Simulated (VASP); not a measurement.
**Ba: single point with r2SCAN+D4**

Ba:

```
Ba
1.0
    -0.03555    3.25575    3.22385
     3.20320    0.00444    3.18386
     3.23138    3.24394   -0.02374
Ba
1
Direct
  0.00000 0.00000 0.00000
```

This cell differs from its parent crystal: the cell strained at random.

* Program: VASP 6.6.1
* Task: single point
* Functional: r2SCAN
* Dispersion: D4
* Potentials or basis: VASP PAW PBE potentials, release 64 (Ba_sv)
* Cutoff: 520 eV
* k mesh: 7 × 7 × 7
* Occupations: methfessel-paxton, width 0.1 eV
* Spin: no spin polarisation

| Quantity | Value |
| --- | --- |
| Pressure | -0.1 GPa |
| Band gap on the k mesh | 0.05 eV, indirect (least direct gap 0.32 eV) |
| Dispersion energy per atom | -0.043 eV |

Stress tensor (GPa, compression positive):
```
-0.06  0.03  0.20
 0.03 -0.07 -0.05
 0.20 -0.05 -0.07
```

Levels at points of the mesh, in eV from the valence-band top:
```
           k point  band 3  band 4  band 5  band 6  band 7  band 8
(0.00, 0.00, 0.00)  -14.61  -14.61   -2.85    1.92    1.98    2.09
```

Wall time 3 min on 1 thread of Intel(R) Xeon(R) 6975P-C (Granite Rapids), with other jobs on the host, peak memory 0.3 GiB.

Caveat: the cell differs from its parent crystal (the cell strained at random); the PAW data sets were made with another functional, which shifts forces and pressure a little; spin-orbit coupling is left out, which moves the levels of the heavy elements. A k mesh can miss the band edges.
